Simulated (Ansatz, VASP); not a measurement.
# Mg in VASP and in Ansatz

```
CELL_PARAMETERS angstrom
-4.81395 2.77934 5.21030
4.81395 -2.77934 5.21030
1.60465 2.77934 -5.21030
ATOMIC_POSITIONS crystal
Mg 0.45833 0.29167 0.50000
Mg 0.95833 0.79167 0.50000
Mg 0.95833 0.29167 0.00000
Mg 0.45833 0.79167 0.00000
Mg 0.54167 0.70833 0.50000
Mg 0.04167 0.20833 0.50000
Mg 0.04167 0.70833 0.00000
Mg 0.54167 0.20833 0.00000
```

Alike in both runs: task electric field gradients; functional PBEsol; k mesh 4 × 4 × 4; occupations fermi-dirac, width 0.05 eV; no spin polarisation.

|  | VASP | Ansatz |
| --- | --- | --- |
| version | VASP 6.6.1 | Ansatz 0.2.0 |
| potentials or method | VASP PAW PBE potentials, release 64 (Mg) | plane-wave PAW, scalar-relativistic |
| plane-wave cutoff (eV) | 520 | 420 |
| valence electrons in the cell | 16 | 80 |

|  | VASP | Ansatz | Ansatz less VASP |
| --- | --- | --- | --- |
| size of Vzz on the site where it differs most (V/Å²) | 0.6 | 0.7 | +0.06 |

VASP's potentials were made for PBE, not for PBEsol, and Ansatz warns of the same on its side. The functional is the same, so the differences come from potentials, cutoffs and numerics. VASP's potentials hold 16 valence electrons a cell and Ansatz's 80, so a difference there can come from the potentials and not from the codes.

The k mesh is coarse, so the values compare programs but aren't converged.
